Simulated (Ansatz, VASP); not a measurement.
## Two plane-wave programs on Ti

INCAR

```
PREC = Accurate
ENCUT = 520
EDIFF = 1E-8
ISMEAR = -1
SIGMA = 0.05
LREAL = False
LASPH = True
NELM = 100
ALGO = Normal
ISIF = 2
LWAVE = False
LCHARG = False
GGA = PE
LEFG = True
NBANDS = 19
```

The input KPOINTS:

```
Automatic mesh
0
Gamma
  11 11 11
```

File POSCAR:

```
Ti
1.0
    0.0000000000      2.7820604301      2.7820604301
    2.7820604301      0.0000000000      2.7820604301
    2.7820604301      2.7820604301      0.0000000000
Ti
2
Direct
    0.0000000000      0.0000000000      0.0000000000
    0.2500000000      0.2500000000      0.2500000000
```

Input for Ansatz:

```yaml
crystal:
  lattice:
    - [0.0, 2.7820604301, 2.7820604301]
    - [2.7820604301, 0.0, 2.7820604301]
    - [2.7820604301, 2.7820604301, 0.0]
  atoms:
    - { symbol: Ti, position: [0.0, 0.0, 0.0] }
    - { symbol: Ti, position: [0.25, 0.25, 0.25] }
kpoints:
  mp_grid: { grid: [11, 11, 11] }
scf:
  occupations: { method: fermi_dirac, width: 0.05 }
hamiltonian:
  xc: pbe
  pseudopotentials: { kind: paw }
output:
  forces: true
  stress: true
  eigenvalues: true
  efg: { contact_densities: true }
```

Change from the starting cell: volume scaled by 0.9405, PAW files.

Alike in both runs: task electric field gradients; functional PBE; k mesh 11 × 11 × 11; occupations fermi-dirac, width 0.05 eV; no spin polarisation.

|  | VASP | Ansatz |
| --- | --- | --- |
| version | VASP 6.6.1 | Ansatz 0.2.0 |
| potentials or method | VASP PAW PBE potentials, release 64 (Ti_sv) | PAW with Ansatz's default frozen-core files, scalar-relativistic |
| plane-wave cutoff (eV) | 520 | 420 |
| valence electrons in the cell | 24 | 24 |

```csv
,VASP,Ansatz,Ansatz less VASP
pressure (GPa),2.4,2.2,-0.19
```

The functional is the same, so the differences come from potentials, cutoffs and numerics.
